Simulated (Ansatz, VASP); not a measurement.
## Two plane-wave programs on Zr3S2

```
Zr S
1.0
     2.75045    1.58797    3.65439
    -2.75045    1.58797    3.65439
     0.00000   -3.17595    3.65439
Zr S
3 2
Direct
  0.16211 0.83789 0.50000
  0.50000 0.16211 0.83789
  0.83789 0.50000 0.16211
  0.33478 0.33478 0.33478
  0.66522 0.66522 0.66522
```

Change from the starting cell: strain -0.050 along x and y, +0.050 along z, atoms carried along.

Alike in both runs: task single point; functional PBE; k mesh 12 × 12 × 12; occupations gaussian, width 0.15 eV; no spin polarisation.

|  | VASP | Ansatz |
| --- | --- | --- |
| version | VASP 6.6.1 | Ansatz 0.2.0 |
| potentials or method | VASP PAW PBE potentials, release 64 (Zr_sv, S), cutoff 520 eV | scalar-relativistic, plane waves, PAW |
| valence electrons in the cell | 48 | 48 |

Ansatz gave:

| Quantity | Value |
| --- | --- |
| gap on the k mesh at the Fermi level (eV) | none |
| pressure (GPa) | 6.8 |
| traceless stress, the component that is largest in VASP (GPa) | -7.63 |
| rms of the force components (eV/Å) | 0.097 |

Which values does VASP return?

gap on the k mesh at the Fermi level (eV): none; pressure (GPa): 6.8; traceless stress, the component that is largest in VASP (GPa): -7.59; rms of the force components (eV/Å): 0.098.

Atom by atom the forces differ by 0.001 eV/Å (rms over components). A gap of «none» marks a metal or a gap that the smearing closes.
